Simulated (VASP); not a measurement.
NbAl2C2:

```xyz
5
Lattice="2.6377 0.0000 0.0000 -1.3188 2.2843 0.0000 0.0000 0.0000 12.8588" Properties=species:S:1:pos:R:3 pbc="T T T"
Al    1.3188    0.7614   10.3215
Al    1.3188    0.7614    2.5373
Nb    0.0000    0.0000    0.0000
C     0.0000    0.0000    6.4294
C     0.0000    1.5229    6.4294
```

| Quantity | Value |
| --- | --- |
| Program | VASP 6.6.1 |
| Task | relaxation of cell and atoms |
| Functional | PBE |
| Potentials or basis | VASP PAW PBE potentials, release 64 (Al, Nb_sv, C) |
| Cutoff | 600 eV |
| k mesh | 18 × 18 × 4 |
| Occupations | gaussian, width 0.1 eV |
| Spin | no spin polarisation |

At the start: pressure -0.5 GPa; volume 15.50 Å³/atom.

Where does the relaxation end?

Over 24 steps the energy falls by 2.5 meV/atom and the volume is 16.62 Å³/atom (+7.3 %); space group P-6m2 (No. 187, to 0.05 Å).

The path:
| step | energy change (eV) | largest force (eV/Å) | pressure (GPa) | volume (Å³) |
| --- | --- | --- | --- | --- |
| 1 | 0.0000 | 0.1029 | -0.46 | 77.48 |
| 2 | -0.0006 | 0.0551 | 0.56 | 76.98 |
| 3 | -0.0008 | 0.0715 | 0.22 | 77.15 |
| 4 | -0.0016 | 0.0506 | 0.17 | 77.17 |
| 5 | -0.0019 | 0.0224 | 0.13 | 77.21 |
| 6 | -0.0026 | 0.0233 | 0.13 | 77.39 |
| 7 | -0.0046 | 0.0266 | -0.06 | 77.92 |
| 8 | -0.0074 | 0.0321 | -0.30 | 79.00 |
| 9 | -0.0102 | 0.0405 | -0.71 | 81.15 |
| 10 | -0.0106 | 0.0363 | -0.58 | 81.19 |
| 11 | -0.0116 | 0.0244 | -0.18 | 81.29 |
| 12 | -0.0113 | 0.0004 | 0.62 | 81.50 |
| 13 | -0.0118 | 0.0150 | 0.10 | 81.37 |
| 14 | -0.0118 | 0.0160 | 0.09 | 81.36 |
| 15 | -0.0118 | 0.0156 | 0.11 | 81.37 |
| 16 | -0.0119 | 0.0142 | 0.12 | 81.41 |
| 17 | -0.0120 | 0.0107 | 0.14 | 81.53 |
| 18 | -0.0122 | 0.0056 | 0.13 | 81.78 |
| 19 | -0.0124 | 0.0064 | 0.17 | 82.28 |
| 20 | -0.0124 | 0.0328 | 0.24 | 83.27 |
| 21 | -0.0125 | 0.0187 | 0.19 | 82.73 |
| 22 | -0.0124 | 0.0007 | -0.25 | 83.32 |
| 23 | -0.0126 | 0.0104 | -0.01 | 83.00 |
| 24 | -0.0126 | 0.0027 | 0.01 | 83.11 |

Final structure:
```xyz
5
Lattice="2.6379 0.0000 0.0000 -1.3190 2.2845 0.0000 0.0000 0.0000 13.7913" Properties=species:S:1:pos:R:3 pbc="T T T"
Al    1.3190    0.7615   11.2820
Al    1.3190    0.7615    2.5093
Nb    0.0000    0.0000    0.0000
C     1.3190    2.2845    6.8956
C     0.0000    1.5230    6.8956
```
